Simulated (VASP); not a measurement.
# In2O3 (Ia-3) in VASP: further runs

Runs on In2O3. Level: PBE. Tasks: single point.

All numbers are computed with VASP 6.6.1; they aren't measurements. Logs are shortened: lines on timing, memory, paths and dates and some standing lists are left out, and cuts for length are marked.

### Step 1. The cell of the first run

The structure is cubic, space group Ia-3 (No. 206). The conventional cell has a = 10.288 Å, b = 10.288 Å, c = 10.288 Å, α = 90.00°, β = 90.00°, γ = 90.00°. In (site symmetry -3) has 6 O at 2.21 Å within 2.9 Å. Within 2.9 Å of In (site symmetry 2) lie 6 O at 2.16 to 2.25 Å. O (site symmetry 1) has 4 In at 2.16 to 2.25 Å and 4 O at 2.84 to 2.86 Å within 2.9 Å.

### Step 2. Single point, PBE

The input, INCAR:

```
SYSTEM = In2O3
ALGO = Normal
EDIFF = 1E-7
ENCUT = 520
GGA = PE
ISIF = 2
ISMEAR = 0
LASPH = .TRUE.
LCHARG = .FALSE.
LREAL = Auto
LWAVE = .FALSE.
NBANDS = 202
NELM = 100
PREC = Accurate
SIGMA = 0.01
```

The input, KPOINTS:

```
k-points
0
G
  2 2 2
  0 0 0
```

The input, POSCAR:

```
In2O3
1.0
   -5.1440452701      5.1440452701      5.1440452701
    5.1440452701     -5.1440452701      5.1440452701
    5.1440452701      5.1440452701     -5.1440452701
In O
16 24
Direct
    0.5000000000      0.5000000000      0.5000000000
    0.5000000000      0.0000000000      0.0000000000
    0.0000000000      0.5000000000      0.0000000000
    0.0000000000      0.0000000000      0.5000000000
    0.2500000000      0.7160973108      0.4660973108
    0.7500000000      0.7839026892      0.0339026892
    0.4660973108      0.2500000000      0.7160973108
    0.0339026892      0.7500000000      0.7839026892
    0.7160973108      0.4660973108      0.2500000000
    0.7839026892      0.0339026892      0.7500000000
    0.7500000000      0.2839026892      0.5339026892
    0.2500000000      0.2160973108      0.9660973108
    0.5339026892      0.7500000000      0.2839026892
    0.9660973108      0.2500000000      0.2160973108
    0.2839026892      0.5339026892      0.7500000000
    0.2160973108      0.9660973108      0.2500000000
    0.5370498380      0.7721563865      0.5442463200
    0.7279100665      0.9928035179      0.9557536800
    0.9629501620      0.5071964821      0.2351065486
    0.7720899335      0.7278436135      0.2648934514
    0.5442463200      0.5370498380      0.7721563865
    0.9557536800      0.7279100665      0.9928035179
    0.2351065486      0.9629501620      0.5071964821
    0.2648934514      0.7720899335      0.7278436135
    0.7721563865      0.5442463200      0.5370498380
    0.9928035179      0.9557536800      0.7279100665
    0.5071964821      0.2351065486      0.9629501620
    0.7278436135      0.2648934514      0.7720899335
    0.4629501620      0.2278436135      0.4557536800
    0.2720899335      0.0071964821      0.0442463200
    0.0370498380      0.4928035179      0.7648934514
    0.2279100665      0.2721563865      0.7351065486
    0.4557536800      0.4629501620      0.2278436135
    0.0442463200      0.2720899335      0.0071964821
    0.7648934514      0.0370498380      0.4928035179
    0.7351065486      0.2279100665      0.2721563865
    0.2278436135      0.4557536800      0.4629501620
    0.0071964821      0.0442463200      0.2720899335
    0.4928035179      0.7648934514      0.0370498380
    0.2721563865      0.7351065486      0.2279100665
```

Potentials or basis: VASP PAW PBE potentials, release 64 (In_d, O).

Started as:

```bash
$ cat potpaw_PBE.64/In_d/POTCAR potpaw_PBE.64/O/POTCAR > POTCAR
$ mpirun -np 1 vasp_std > vasp.out
```

OUTCAR:

```text
SYSTEM = In2O3
   EDIFF = 1E-7
   ENCUT = 520
   GGA = PE
   ISIF = 2
   ISMEAR = 0
   LASPH = .TRUE.
   LREAL = Auto
   NELM = 100
   PREC = Accurate

 ion  position               nearest neighbor table
   1  0.500  0.500  0.500-  17 2.21  21 2.21  25 2.21  29 2.21  33 2.21  37 2.21  13 3.40  15 3.40
                             7 3.40   9 3.40   5 3.40  11 3.40   8 3.89  14 3.89   6 3.89  12 3.89
   2  0.500  0.000  0.000-  18 2.21  24 2.21  30 2.21  36 2.21  27 2.21  39 2.21  14 3.40  15 3.40
                             8 3.40   9 3.40   6 3.40  12 3.40   7 3.89  16 3.89  13 3.89  10 3.89
   3  0.000  0.500  0.000-  22 2.21  34 2.21  28 2.21  40 2.21  19 2.21  31 2.21  11 3.40  16 3.40
                             5 3.40  10 3.40  14 3.40   8 3.40  12 3.89   9 3.89  15 3.89   6 3.89
   4  0.000  0.000  0.500-  20 2.21  26 2.21  32 2.21  38 2.21  35 2.21  23 2.21  12 3.40  13 3.40
                             6 3.40   7 3.40  10 3.40  16 3.40  14 3.89  11 3.89   8 3.89   5 3.89
   5  0.250  0.716  0.466-  23 2.16  24 2.16  19 2.24  17 2.24  37 2.25  40 2.25   3 3.40   1 3.40
                            15 3.42  14 3.42  13 3.42  16 3.42   4 3.89   2 3.89   7 3.91   8 3.91
   6  0.750  0.784  0.034-  21 2.16  22 2.16  18 2.24  20 2.24  38 2.25  39 2.25   4 3.40   2 3.40
                            15 3.42  14 3.42  13 3.42  16 3.42   3 3.89   1 3.89  10 3.91   8 3.91
   7  0.466  0.250  0.716-  27 2.16  28 2.16  23 2.24  21 2.24  29 2.25  32 2.25   4 3.40   1 3.40
                            15 3.42  16 3.42  11 3.42  12 3.42   2 3.89   3 3.89   6 3.91  10 3.91
   8  0.034  0.750  0.784-  25 2.16  26 2.16  22 2.24  24 2.24  30 2.25  31 2.25   2 3.40   3 3.40
                            11 3.42  12 3.42  16 3.42  15 3.42   4 3.89   1 3.89  10 3.91   5 3.91
   9  0.716  0.466  0.250-  19 2.16  20 2.16  27 2.24  25 2.24  33 2.25  36 2.25   2 3.40   1 3.40
[... 37 lines left out ...]
  39  0.493  0.765  0.037-  13 2.16   2 2.21  15 2.24   6 2.25
  40  0.272  0.735  0.228-  13 2.16   3 2.21  16 2.24   5 2.25

  LATTYP: Found a body centered cubic cell.
 ALAT       =    10.2880905402

  Lattice vectors:

 A1 = (  -5.1440452701,   5.1440452701,   5.1440452701)
 A2 = (   5.1440452701,  -5.1440452701,   5.1440452701)
 A3 = (   5.1440452701,   5.1440452701,  -5.1440452701)

Analysis of symmetry for initial positions (statically):
=====================================================================
 Subroutine PRICEL returns:
 Original cell was already a primitive cell.

 Routine SETGRP: Setting up the symmetry group for a
 body centered cubic supercell.

 Subroutine GETGRP returns: Found 24 space group operations
 (whereof  6 operations were pure point group operations)
 out of a pool of 48 trial point group operations.

The static configuration has the point symmetry S_6 .
 The point group associated with its full space group is T_h .

Analysis of symmetry for dynamics (positions and initial velocities):
=====================================================================
 Subroutine PRICEL returns:
 Original cell was already a primitive cell.

 Routine SETGRP: Setting up the symmetry group for a
 body centered cubic supercell.

 Subroutine GETGRP returns: Found 24 space group operations
 (whereof  6 operations were pure point group operations)
 out of a pool of 48 trial point group operations.

The dynamic configuration has the point symmetry S_6 .
 The point group associated with its full space group is T_h .

 Subroutine INISYM returns: Found 24 space group operations
 (whereof  6 operations are pure point group operations),
 and found     1 'primitive' translations

----------------------------------------------------------------------------------------

                                     Primitive cell

  volume of cell :     544.4705

  direct lattice vectors                    reciprocal lattice vectors
    -5.144045270  5.144045270  5.144045270     0.000000000  0.097199767  0.097199767
     5.144045270 -5.144045270  5.144045270     0.097199767  0.000000000  0.097199767
     5.144045270  5.144045270 -5.144045270     0.097199767  0.097199767  0.000000000

  length of vectors
     8.909747764  8.909747764  8.909747764     0.137461228  0.137461228  0.137461228

  position of ions in fractional coordinates (direct lattice)
     0.500000000  0.500000000  0.500000000
     0.500000000  0.000000000  0.000000000
     0.000000000  0.500000000  0.000000000
     0.000000000  0.000000000  0.500000000
     0.250000000  0.716097311  0.466097311
     0.750000000  0.783902689  0.033902689
[... 32 lines left out ...]
     0.492803518  0.764893451  0.037049838
     0.272156387  0.735106549  0.227910067

  ion indices of the primitive-cell ions
   primitive index   ion index
                 1           1
                 2           2
                 3           3
                 4           4
                 5           5
                 6           6
[... 32 lines left out ...]
                39          39
                40          40

----------------------------------------------------------------------------------------

 KPOINTS: k-points

Automatic generation of k-mesh.
 Grid dimensions read from file:
 generate k-points for:    2    2    2

 Generating k-lattice:

  Cartesian coordinates                     Fractional coordinates (reciprocal lattice)
     0.000000000  0.048599883  0.048599883     0.500000000  0.000000000  0.000000000
     0.048599883  0.000000000  0.048599883     0.000000000  0.500000000  0.000000000
     0.048599883  0.048599883  0.000000000     0.000000000  0.000000000  0.500000000

  Length of vectors
     0.068730614  0.068730614  0.068730614

  Shift w.r.t. Gamma in fractional coordinates (k-lattice)
     0.000000000  0.000000000  0.000000000

 Subroutine IBZKPT returns following result:
 ===========================================

 Found      3 irreducible k-points:

 Following reciprocal coordinates:
            Coordinates               Weight
  0.000000  0.000000  0.000000      1.000000
  0.500000  0.000000  0.000000      6.000000
  0.500000  0.500000  0.500000      1.000000
   k-points           NKPTS =      3   k-points in BZ     NKDIM =      3   number of bands    NBANDS=    202
   number of dos      NEDOS =    301   number of ions     NIONS =     40
   total plane-waves  NPLWV = 343000
   dimension x,y,z NGX =    70 NGY =   70 NGZ =   70
   dimension x,y,z NGXF=   140 NGYF=  140 NGZF=  140
   ions per type =              16  24
   NGX,Y,Z   is equivalent  to a cutoff of  13.06, 13.06, 13.06 a.u.
   NGXF,Y,Z  is equivalent  to a cutoff of  26.12, 26.12, 26.12 a.u.
 SYSTEM =  In2O3
   PREC   = accura    normal or accurate (medium, high low for compatibility)
   ISTART =      0    job   : 0-new  1-cont  2-samecut
   ICHARG =      2    charge: 1-file 2-atom 10-const
   ISPIN  =      1    spin polarized calculation?
   LNONCOLLINEAR =      F non collinear calculations
   LSORBIT =      F    spin-orbit coupling
   LASPH  =      T    aspherical Exc in radial PAW
   ENCUT  =  520.0 eV  38.22 Ry    6.18 a.u.  16.57 16.57 16.57*2*pi/ulx,y,z
   NELM   =    100;   NELMIN=  2; NELMDL= -5     # of ELM steps
   EDIFF  = 0.1E-06   stopping-criterion for ELM
   LREAL  =      T    real-space projection
   EDIFFG = 0.1E-05   stopping-criterion for IOM
   NSW    =      0    number of steps for IOM
   IBRION =     -1    ionic relax: 0-MD 1-quasi-New 2-CG
   NFREE  =      0    steps in history (QN), initial steepest desc. (CG)
   ISIF   =      2    stress and relaxation
   ISYM   =      2    0-nonsym 1-usesym 2-fastsym
   POTIM  = 0.5000    time-step for ionic-motion
   TEBEG  =    0.0;   TEEND  =   0.0 temperature during run
   PSTRESS=    0.0 pullay stress
   NELECT =     352.0000    total number of electrons
   NUPDOWN=      -1.0000    fix difference up-down
   EMIN   =  10.00;   EMAX   =-10.00  energy-range for DOS
   EFERMI =   0.00;   METHOD = LEGACY
   ISMEAR =     0;   SIGMA  =   0.01  broadening in eV -4-tet -1-fermi 0-gaus
   EFERMI_NEDOS =   21; number of points for ismear=-14 and -15
   IALGO  =     38    algorithm
   IMIX   =      4    mixing-type and parameters
     AMIX     =   0.40;   BMIX     =  1.00
     AMIX_MAG =   1.60;   BMIX_MAG =  1.00
  volume/ion in A,a.u.               =      13.61        91.86
  Fermi-wavevector in a.u.,A,eV,Ry     =   1.415569  2.675037 27.263825  2.003835
  Thomas-Fermi vector in A             =   2.536994
   LORBIT       =      0    0 simple, 1 ext, 2 COOP (PROOUT), +10 PAW based schemes
   GGA     = PE    functional components
   LHFCALC =     F    Hartree Fock is set to
   AEXX    =    0.0000 exact exchange contribution
   IVDW    =     0    specifies the selected vdW correction
   LEPSILON=     F    determine dielectric tensor
   LRPA    =     F    only Hartree local field effects (RPA)
 non-spin polarized calculation
 Gauss-broadening in eV      SIGMA  =   0.01
  energy-cutoff  :      520.00
  volume of cell :      544.47
 maximum number of plane-waves:     14652
 NGX is ok and might be reduce to    70
   NGX = 33   NGY = 33   NGZ = 33

 number of electron     351.9999878 magnetization

 Free energy of the ion-electron system (eV)
  ---------------------------------------------------
  ext. energy  EPLUGINS =         0.00000000
  ---------------------------------------------------
  free energy    TOTEN  =      -223.07793889 eV

  energy without entropy =     -223.07793889  energy(sigma->0) =     -223.07793889

 E-fermi :   5.0336     XC(G=0): -10.7597

 val. band max:        4.9412306288   @ k =   0.0000   0.0000   0.0000
 cond. band min:       5.8730243089   @ k =   0.0000   0.0000   0.0000
 fundamental gap:      0.9317936802
 Fermi energy:         5.0335974010

 k-point     1 :       0.0000    0.0000    0.0000
  band No.  band energies     occupation
      1     -12.5459      2.00000
      2     -11.9885      2.00000
      3     -11.9885      2.00000
      4     -11.9189      2.00000
      5     -11.9189      2.00000
      6     -11.9189      2.00000
[... 562 lines left out ...]
    187      11.2856      0.00000
    188      11.2856      0.00000
 [bands above 188 left out]

------------------------ aborting loop because EDIFF is reached ----------------------------------------

  FORCE on cell =-STRESS in cart. coord.  units (eV):
  Direction    XX          YY          ZZ          XY          YZ          ZX
  --------------------------------------------------------------------------------------
  -------------------------------------------------------------------------------------
  Total        1.4367961      1.4367961      1.4367961      0.0000000      0.0000000      0.0000000
  in kB        4.2279651      4.2279651      4.2279651      0.0000000      0.0000000      0.0000000
  external PRESSURE =       4.2279651 kB  Pullay stress =       0.0000000 kB

 VOLUME and BASIS-vectors are now :
 -----------------------------------------------------------------------------
  energy-cutoff  :      520.00
  volume of cell :      544.47
      direct lattice vectors                 reciprocal lattice vectors
    -5.144045270  5.144045270  5.144045270     0.000000000  0.097199767  0.097199767
     5.144045270 -5.144045270  5.144045270     0.097199767  0.000000000  0.097199767
     5.144045270  5.144045270 -5.144045270     0.097199767  0.097199767  0.000000000

 POSITION                                       TOTAL-FORCE (eV/Angst)
 -----------------------------------------------------------------------------------
      2.57202      2.57202      2.57202        -0.000000     -0.000000     -0.000000
     -2.57202      2.57202      2.57202        -0.000000     -0.000000     -0.000000
      2.57202     -2.57202      2.57202        -0.000000     -0.000000     -0.000000
      2.57202      2.57202     -2.57202        -0.000000     -0.000000     -0.000000
      4.79525     -0.00000      2.57202        -0.002207     -0.000000     -0.000000
      0.34879     -0.00000      7.71607         0.002207     -0.000000     -0.000000
[... 32 lines left out ...]
      1.59023     -1.20906      6.27906        -0.001298     -0.003787     -0.001941
      3.55382     -1.20906      4.00903         0.001298     -0.003787      0.001941
 -----------------------------------------------------------------------------------
    total drift:                               -0.000000      0.000000      0.000000

  FREE ENERGIE OF THE ION-ELECTRON SYSTEM (eV)
  ---------------------------------------------------
  free  energy   TOTEN  =      -223.0779388948 eV

  energy  without entropy=     -223.0779388948  energy(sigma->0) =     -223.07793889
```

It took 21 min on 1 thread of Intel Xeon Platinum 8259CL at 2.50GHz (Skylake/Cascade Lake), shared host; peak memory 0.77 GiB.

Results:

| Quantity | Value |
| --- | --- |
| Free energy | -223.0779 eV |
| Pressure | 0.4 GPa |
| Largest force | 0.004 eV/Å |
| Band gap on the k mesh | 0.93 eV, direct |

Forces on the atoms (eV/Å):
```
In   0.000  0.000  0.000
In   0.000  0.000  0.000
In   0.000  0.000  0.000
In   0.000  0.000  0.000
In  -0.002  0.000  0.000
In   0.002  0.000  0.000
In   0.000 -0.002  0.000
In   0.000  0.002  0.000
In   0.000  0.000 -0.002
In   0.000  0.000  0.002
In   0.002  0.000  0.000
In  -0.002  0.000  0.000
In   0.000  0.002  0.000
In   0.000 -0.002  0.000
In   0.000  0.000  0.002
In   0.000  0.000 -0.002
O    0.002 -0.001 -0.004
O   -0.002  0.001 -0.004
O    0.002  0.001  0.004
O   -0.002 -0.001  0.004
O   -0.004  0.002 -0.001
O   -0.004 -0.002  0.001
O    0.004  0.002  0.001
O    0.004 -0.002 -0.001
O   -0.001 -0.004  0.002
O    0.001 -0.004 -0.002
O    0.001  0.004  0.002
O   -0.001  0.004 -0.002
O   -0.002  0.001  0.004
O    0.002 -0.001  0.004
O   -0.002 -0.001 -0.004
O    0.002  0.001 -0.004
O    0.004 -0.002  0.001
O    0.004  0.002 -0.001
O   -0.004 -0.002 -0.001
O   -0.004  0.002  0.001
O    0.001  0.004 -0.002
O   -0.001  0.004  0.002
O   -0.001 -0.004 -0.002
O    0.001 -0.004  0.002
```

Caveat: the k points lie up to 0.43 Å⁻¹ apart; spin-orbit coupling is left out, which moves the levels of the heavy elements. Expect the measured gap to be larger: semilocal functionals such as PBE lack the derivative discontinuity.

### Step 3. Single point, PBE

This run uses another cell than the first one, of 12.94 Å³/atom, 0.951 times its volume.

The input, INCAR:

```
PREC = Accurate
ENCUT = 520
EDIFF = 1E-7
ISMEAR = 0
SIGMA = 0.01
LREAL = Auto
LASPH = T
NELM = 100
ALGO = Normal
ISIF = 2
LWAVE = F
LCHARG = F
GGA = PE
NBANDS = 202
```

The input, KPOINTS:

```
regular mesh
0
Gamma
  2 2 2
```

The input, POSCAR:

```
In2O3
1.0
   -5.0585000000      5.0585000000      5.0585000000
    5.0585000000     -5.0585000000      5.0585000000
    5.0585000000      5.0585000000     -5.0585000000
In O
16 24
Direct
    0.5000000000      0.5000000000      0.5000000000
    0.5000000000      0.0000000000      0.0000000000
    0.0000000000      0.5000000000      0.0000000000
    0.0000000000      0.0000000000      0.5000000000
    0.2500000000      0.7163000000      0.4663000000
    0.7500000000      0.7837000000      0.0337000000
    0.4663000000      0.2500000000      0.7163000000
    0.0337000000      0.7500000000      0.7837000000
    0.7163000000      0.4663000000      0.2500000000
    0.7837000000      0.0337000000      0.7500000000
    0.7500000000      0.2837000000      0.5337000000
    0.2500000000      0.2163000000      0.9663000000
    0.5337000000      0.7500000000      0.2837000000
    0.9663000000      0.2500000000      0.2163000000
    0.2837000000      0.5337000000      0.7500000000
    0.2163000000      0.9663000000      0.2500000000
    0.5354000000      0.7708000000      0.5470000000
    0.7238000000      0.9884000000      0.9530000000
    0.9646000000      0.5116000000      0.2354000000
    0.7762000000      0.7292000000      0.2646000000
    0.5470000000      0.5354000000      0.7708000000
    0.9530000000      0.7238000000      0.9884000000
    0.2354000000      0.9646000000      0.5116000000
    0.2646000000      0.7762000000      0.7292000000
    0.7708000000      0.5470000000      0.5354000000
    0.9884000000      0.9530000000      0.7238000000
    0.5116000000      0.2354000000      0.9646000000
    0.7292000000      0.2646000000      0.7762000000
    0.4646000000      0.2292000000      0.4530000000
    0.2762000000      0.0116000000      0.0470000000
    0.0354000000      0.4884000000      0.7646000000
    0.2238000000      0.2708000000      0.7354000000
    0.4530000000      0.4646000000      0.2292000000
    0.0470000000      0.2762000000      0.0116000000
    0.7646000000      0.0354000000      0.4884000000
    0.7354000000      0.2238000000      0.2708000000
    0.2292000000      0.4530000000      0.4646000000
    0.0116000000      0.0470000000      0.2762000000
    0.4884000000      0.7646000000      0.0354000000
    0.2708000000      0.7354000000      0.2238000000
```

Potentials or basis: VASP PAW PBE potentials, release 64 (In_d, O).

Started as:

```bash
$ cat potpaw_PBE.64/In_d/POTCAR potpaw_PBE.64/O/POTCAR > POTCAR
$ mpirun -np 1 vasp_std > vasp.out
```

Wall time 19 min (1 thread of Intel Xeon Platinum 8259CL at 2.50GHz (Skylake/Cascade Lake), shared host); peak memory 0.77 GiB.

Results (log left out):

* Free energy: -222.2469 eV
* Pressure: 8.4 GPa
* Largest force: 0.333 eV/Å
* Band gap on the k mesh: 1.19 eV, direct

Forces in eV/Å, atoms in the order of the input:
```
In   0.000  0.000  0.000
In   0.000  0.000  0.000
In   0.000  0.000  0.000
In   0.000  0.000  0.000
In   0.024  0.000  0.000
In  -0.024  0.000  0.000
In   0.000  0.024  0.000
In   0.000 -0.024  0.000
In   0.000  0.000  0.024
In   0.000  0.000 -0.024
In  -0.024  0.000  0.000
In   0.024  0.000  0.000
In   0.000 -0.024  0.000
In   0.000  0.024  0.000
In   0.000  0.000 -0.024
In   0.000  0.000  0.024
O    0.111 -0.173  0.261
O   -0.111  0.173  0.261
O    0.111  0.173 -0.261
O   -0.111 -0.173 -0.261
O    0.261  0.111 -0.173
O    0.261 -0.111  0.173
O   -0.261  0.111  0.173
O   -0.261 -0.111 -0.173
O   -0.173  0.261  0.111
O    0.173  0.261 -0.111
O    0.173 -0.261  0.111
O   -0.173 -0.261 -0.111
O   -0.111  0.173 -0.261
O    0.111 -0.173 -0.261
O   -0.111 -0.173  0.261
O    0.111  0.173  0.261
O   -0.261 -0.111  0.173
O   -0.261  0.111 -0.173
O    0.261 -0.111 -0.173
O    0.261  0.111  0.173
O    0.173 -0.261 -0.111
O   -0.173 -0.261  0.111
O   -0.173  0.261 -0.111
O    0.173  0.261  0.111
```

Levels at points of the mesh, in eV from the valence-band top:
```tsv
k point	band 174	band 175	band 176	band 177	band 178	band 179
(0.00, 0.00, 0.00)	0.00	0.00	0.00	1.19	5.47	5.49
(0.50, 0.00, 0.00)	-0.15	-0.04	-0.04	3.27	3.27	4.97
(0.50, 0.50, 0.50)	-0.23	-0.23	-0.16	4.15	4.15	4.15
```

Caveat: the k points lie up to 0.44 Å⁻¹ apart; spin-orbit coupling is left out, which moves the levels of the heavy elements. PBE gaps usually lie below the measured ones, often by a third to a half.
